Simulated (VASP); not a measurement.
A run of VASP 6.6.1 is set up as follows.

File INCAR:

```
  PREC = Accurate
  ENCUT = 520
  EDIFF = 1E-6
  ISMEAR = -1
  SIGMA = 0.1
  LREAL = False
  LASPH = True
  NELM = 100
  ALGO = Normal
  ISIF = 2
  LWAVE = False
  LCHARG = False
  NBANDS = 18
```

The input KPOINTS:

```
regular mesh
0
Gamma
  8 8 5
```

POSCAR

```
ZnAg
1.0
    1.5508320000     -2.2996820000      0.0000000000
    1.5508320000      2.2996820000      0.0000000000
    0.0000000000      0.0000000000      4.4291620000
Zn Ag
1 1
Direct
    0.5000000000      0.5000000000      0.5000000000
    0.0000000000      0.0000000000      0.0000000000
```

Potentials or basis: VASP PAW LDA potentials, release 64 (Zn, Ag).

Run with:

```console
$ cat potpaw_LDA.64/Zn/POTCAR potpaw_LDA.64/Ag/POTCAR > POTCAR
$ mpirun -np 1 vasp_std > vasp.out
```

Q: Predict the pressure.

A: -6.6 GPa.

Stress tensor (GPa, compression positive):
```
-4.21  0.00  0.00
 0.00 -8.79  0.00
 0.00  0.00 -6.87
```
